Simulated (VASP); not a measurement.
# C in VASP: a series of runs

The runs below take C through single point, with PBE+D3(BJ).

Program: VASP 6.6.1. These are calculated values, not measurements. Logs are shortened: lines on timing, memory, paths and dates and some standing lists are left out, and cuts for length are marked.

## Step 1: The cell of the first run

The typed cell holds 4 atoms: a = 2.465 Å, b = 3.615 Å, c = 4.270 Å, α = 72.82°, β = 89.97°, γ = 80.18°.

## Step 2: Single point, PBE+D3(BJ) (atoms displaced along a vibrational mode)

Contents of INCAR:

```
SYSTEM = C
PREC = Accurate
ENCUT = 520
EDIFF = 1E-7
ISMEAR = 0
SIGMA = 0.03
LREAL = .FALSE.
LASPH = .TRUE.
NELM = 80
ALGO = Normal
ISIF = 2
LWAVE = .FALSE.
LCHARG = .FALSE.
GGA = PE
IVDW = 12
NBANDS = 16
```

Contents of KPOINTS:

```
regular mesh
0
G
  14 10 8
  0 0 0
```

Contents of POSCAR:

```
C
1.0
   -1.2327815062      2.1341012746      0.0000000000
   -1.2327815062      0.0000000000     -3.3978816559
   -3.6983445185     -2.1341012746      0.0000000000
C
4
Direct
    0.2487940713      0.0050619654      0.9153884798
    0.7512957285     -0.0050619654      0.4179149202
    0.2512059287     -0.0050619654      0.5846115202
    0.7487042715      0.0050619654      0.0820850798
```

Potentials or basis: VASP PAW PBE potentials, release 64 (C).

The run is started by

```bash
$ cat potpaw_PBE.64/C/POTCAR > POTCAR
$ mpirun -np 1 vasp_std > vasp.out
```

OUTCAR:

```text
SYSTEM = C
   PREC = Accurate
   ENCUT = 520
   EDIFF = 1E-7
   ISMEAR = 0
   LREAL = .FALSE.
   LASPH = .TRUE.
   NELM = 80
   ISIF = 2
   GGA = PE
   IVDW = 12
 IVDW          = 12

 ion  position               nearest neighbor table
   1  0.249  0.005  0.915-   4 1.42   4 1.42   3 1.42
   2  0.751  0.995  0.418-   3 1.42   3 1.42   4 1.42
   3  0.251  0.995  0.585-   2 1.42   2 1.42   1 1.42
   4  0.749  0.005  0.082-   1 1.42   1 1.42   2 1.42

  LATTYP: Found a triclinic cell.
 ALAT       =     3.6146023280
 B/A-ratio  =     1.1812948338
 C/A-ratio  =     0.6818389724
 COS(alpha) =     0.0004620578
 COS(beta)  =     0.1705961997
 COS(gamma) =     0.2954024707

  Lattice vectors:

 A1 = (  -1.2327815062,   0.0000000000,  -3.3978816559)
 A2 = (  -3.6983445185,  -2.1341012746,   0.0000000000)
 A3 = (  -1.2327815062,   2.1341012746,   0.0000000000)

Analysis of symmetry for initial positions (statically):
=====================================================================
 Subroutine PRICEL returns:
 Original cell was already a primitive cell.

 Routine SETGRP: Setting up the symmetry group for a
 triclinic supercell.

 Subroutine GETGRP returns: Found  2 space group operations
 (whereof  1 operations were pure point group operations)
 out of a pool of  2 trial point group operations.

The static configuration has the point symmetry C_1 .
 The point group associated with its full space group is S_2 .

Analysis of symmetry for dynamics (positions and initial velocities):
=====================================================================
 Subroutine PRICEL returns:
 Original cell was already a primitive cell.

 Routine SETGRP: Setting up the symmetry group for a
 triclinic supercell.

 Subroutine GETGRP returns: Found  2 space group operations
 (whereof  1 operations were pure point group operations)
 out of a pool of  2 trial point group operations.

The dynamic configuration has the point symmetry C_1 .
 The point group associated with its full space group is S_2 .

 Subroutine INISYM returns: Found  2 space group operations
 (whereof  1 operations are pure point group operations),
 and found     1 'primitive' translations

----------------------------------------------------------------------------------------

                                     Primitive cell

  volume of cell :      35.7577
[... 93 lines left out ...]
   EDIFF  = 0.1E-06   stopping-criterion for ELM
   LREAL  =      F    real-space projection
   EDIFFG = 0.1E-05   stopping-criterion for IOM
   NSW    =      0    number of steps for IOM
   IBRION =     -1    ionic relax: 0-MD 1-quasi-New 2-CG
   NFREE  =      0    steps in history (QN), initial steepest desc. (CG)
   ISIF   =      2    stress and relaxation
   ISYM   =      2    0-nonsym 1-usesym 2-fastsym
   POTIM  = 0.5000    time-step for ionic-motion
   TEBEG  =    0.0;   TEEND  =   0.0 temperature during run
   PSTRESS=    0.0 pullay stress
   NELECT =      16.0000    total number of electrons
   NUPDOWN=      -1.0000    fix difference up-down
   EMIN   =  10.00;   EMAX   =-10.00  energy-range for DOS
   EFERMI =   0.00;   METHOD = LEGACY
   ISMEAR =     0;   SIGMA  =   0.03  broadening in eV -4-tet -1-fermi 0-gaus
   EFERMI_NEDOS =   21; number of points for ismear=-14 and -15
   IALGO  =     38    algorithm
   IMIX   =      4    mixing-type and parameters
     AMIX     =   0.40;   BMIX     =  1.00
     AMIX_MAG =   1.60;   BMIX_MAG =  1.00
  volume/ion in A,a.u.               =       8.94        60.33
  Fermi-wavevector in a.u.,A,eV,Ry     =   1.252156  2.366231 21.332495  1.567894
  Thomas-Fermi vector in A             =   2.386069
   LORBIT       =      0    0 simple, 1 ext, 2 COOP (PROOUT), +10 PAW based schemes
   GGA     = PE    functional components
   LHFCALC =     F    Hartree Fock is set to
   AEXX    =    0.0000 exact exchange contribution
   IVDW    =    12    specifies the selected vdW correction
   LEPSILON=     F    determine dielectric tensor
   LRPA    =     F    only Hartree local field effects (RPA)
 non-spin polarized calculation
 Gauss-broadening in eV      SIGMA  =   0.03
  energy-cutoff  :      520.00
  volume of cell :       35.76
 maximum number of plane-waves:       981
   NGX =  9   NGY = 13   NGZ = 15

 number of electron      16.0000002 magnetization

 Free energy of the ion-electron system (eV)
  ---------------------------------------------------
  ext. energy  EPLUGINS =         0.00000000
  ---------------------------------------------------
  free energy    TOTEN  =       -36.84339083 eV

  energy without entropy =      -36.84339083  energy(sigma->0) =      -36.84339083

 E-fermi :   4.6464     XC(G=0): -10.2344

 val. band max:        4.4508543564   @ k =  -0.3571   0.1000   0.0000
 cond. band min:       4.9081436076   @ k =   0.3571   0.1000  -0.0000
 fundamental gap:      0.4572892512
 Fermi energy:         4.6463512293

 k-point     1 :       0.0000    0.0000    0.0000
  band No.  band energies     occupation
      1     -15.0694      2.00000
      2      -9.6915      2.00000
      3      -8.6436      2.00000
      4      -2.0448      2.00000
      5      -1.8172      2.00000
      6       1.5297      2.00000
[... 433 lines left out ...]
      3      -8.5578      2.00000
      4      -2.5593      2.00000
      5      -2.1925      2.00000
      6       1.1969      2.00000
[... 8 lines left out ...]
     15      16.1087      0.00000
     16      17.3014      0.00000

 [... further k-points ...]

------------------------ aborting loop because EDIFF is reached ----------------------------------------

 Edisp (eV)   -0.61598

 E8    (eV) :    -0.1742

  FORCE on cell =-STRESS in cart. coord.  units (eV):
  Direction    XX          YY          ZZ          XY          YZ          ZX
  --------------------------------------------------------------------------------------
  -------------------------------------------------------------------------------------
  Total       0.12992     0.15898    -0.02564    -0.05905    -0.00041    -0.00158
  in kB       5.82132     7.12316    -1.14896    -2.64565    -0.01823    -0.07085
  external pressure =        3.93 kB  Pullay stress =        0.00 kB

 VOLUME and BASIS-vectors are now :
 -----------------------------------------------------------------------------
  energy-cutoff  :      520.00
  volume of cell :       35.76
      direct lattice vectors                 reciprocal lattice vectors
    -1.232781506  2.134101275  0.000000000    -0.202793438  0.351435993  0.073575252
    -1.232781506  0.000000000 -3.397881656     0.000000000  0.000000000 -0.294301009
    -3.698344518 -2.134101275  0.000000000    -0.202793438 -0.117145331  0.073575252

 POSITION                                       TOTAL-FORCE (eV/Angst)
 -----------------------------------------------------------------------------------
     -3.69837     -1.42258     -0.01720         0.032386      0.003017      0.170775
     -3.69832      0.71147     -3.38068         0.031990      0.003595     -0.171067
     -3.69832     -0.71152     -3.38068        -0.032386     -0.003017     -0.170775
     -1.23281      1.42263     -0.01720        -0.031990     -0.003595      0.171067
 -----------------------------------------------------------------------------------
    total drift:                                0.000000      0.000000     -0.000000

  FREE ENERGIE OF THE ION-ELECTRON SYSTEM (eV)
  ---------------------------------------------------
  free  energy   TOTEN  =       -37.4593729115 eV

  energy  without entropy=      -37.4593729115  energy(sigma->0) =      -37.45937291
```

OSZICAR:

```text
N       E                     dE             d eps       ncg     rms          rms(c)
DAV:   1     0.251103241763E+02    0.25110E+02   -0.75902E+03 18088   0.908E+02
DAV:   2    -0.369368827683E+02   -0.62047E+02   -0.56853E+02 25456   0.182E+02
DAV:   3    -0.391995489757E+02   -0.22627E+01   -0.22534E+01 23032   0.320E+01
DAV:   4    -0.392182527715E+02   -0.18704E-01   -0.18697E-01 23496   0.346E+00
DAV:   5    -0.392185558564E+02   -0.30308E-03   -0.30307E-03 22440   0.420E-01    0.893E+00
DAV:   6    -0.374088667849E+02    0.18097E+01   -0.12341E+00 22624   0.696E+00    0.522E+00
DAV:   7    -0.368340492186E+02    0.57482E+00   -0.14705E+00 23504   0.773E+00    0.150E+00
DAV:   8    -0.368443544234E+02   -0.10305E-01   -0.65222E-02 21520   0.150E+00    0.297E-01
DAV:   9    -0.368431845732E+02    0.11699E-02   -0.19482E-03 24160   0.306E-01    0.978E-02
DAV:  10    -0.368434005384E+02   -0.21597E-03   -0.54404E-04 20184   0.152E-01    0.660E-02
DAV:  11    -0.368433909355E+02    0.96029E-05   -0.18833E-05 25048   0.287E-02    0.145E-02
DAV:  12    -0.368433908686E+02    0.66886E-07   -0.13102E-06 21240   0.905E-03    0.250E-03
DAV:  13    -0.368433908303E+02    0.38270E-07   -0.16563E-07 23136   0.321E-03
   1 F= -.37459373E+02 E0= -.37459373E+02  d E =-.194315E-22
```

stdout:

```text
POSCAR found type information on POSCAR C
 POSCAR found :  1 types and       4 ions
 scaLAPACK will be used
 LDA part: xc-table for (Slater+PW92), standard interpolation
 POSCAR, INCAR and KPOINTS ok, starting setup
 FFT: planning ... GRIDC
 FFT: planning ... GRID_SOFT
 FFT: planning ... GRID
 WAVECAR not read
 entering main loop
```

Run time: 6.6 min. Hardware: 1 thread of Intel Xeon 8259CL, shared host; peak memory 0.3 GiB.

Results:

* Free energy: -37.4594 eV
* Pressure: 0.4 GPa
* Largest force: 0.174 eV/Å
* Dispersion energy per atom: -0.154 eV

Forces in eV/Å, atoms in the order of the input:
```
C    0.032  0.003  0.171
C    0.032  0.004 -0.171
C   -0.032 -0.003 -0.171
C   -0.032 -0.004  0.171
```

Caveat: the cell differs from its parent crystal (atoms displaced along a vibrational mode).

## Step 3: Single point, PBE+D3(BJ) (atoms displaced along a vibrational mode)

Contents of INCAR:

```
PREC = Accurate ; ENCUT = 520
EDIFF = 1E-6 ; ISMEAR = 0
SIGMA = 0.03 ; LREAL = F
LASPH = T ; NELM = 100
ALGO = Normal ; ISIF = 2
LWAVE = F ; LCHARG = F
GGA = PE ; IVDW = 12
NBANDS = 16
```

Contents of KPOINTS:

```
Automatic mesh
0
Gamma
  14 10 8
```

Contents of POSCAR:

```
C
1.0
   -1.2327815062      2.1341012746      0.0000000000
   -1.2327815062      0.0000000000     -3.3978816559
   -3.6983445185     -2.1341012746      0.0000000000
C
4
Direct
    0.2461080733      0.0158922152      0.9126957418
    0.7539817265     -0.0158922152      0.4206076582
    0.2485199308      0.0057682844      0.5819187822
    0.7513902694     -0.0057682844      0.0847778178
```

Potentials or basis: VASP PAW PBE potentials, release 64 (C).

The run is started by

```bash
$ cat potpaw_PBE.64/C/POTCAR > POTCAR
$ mpirun -np 1 vasp_std > vasp.out
```

It took 6.9 min on 1 thread of Intel Xeon 8259CL, shared host; peak memory 0.31 GiB.

The run converged. Its results:

| Property | Result |
| --- | --- |
| Free energy | -37.4119 eV |
| Pressure | 0.0 GPa |
| Largest force | 0.817 eV/Å |
| Dispersion energy per atom | -0.154 eV |

Forces on the atoms (eV/Å):
```
C   -0.027 -0.031  0.816
C   -0.030 -0.031 -0.815
C    0.029  0.031  0.479
C    0.027  0.031 -0.479
```

Stress tensor (GPa, compression positive):
```
 0.16 -0.22 -0.03
-0.22  0.23  0.00
-0.03  0.00 -0.53
```

Caveat: the cell differs from its parent crystal (atoms displaced along a vibrational mode).
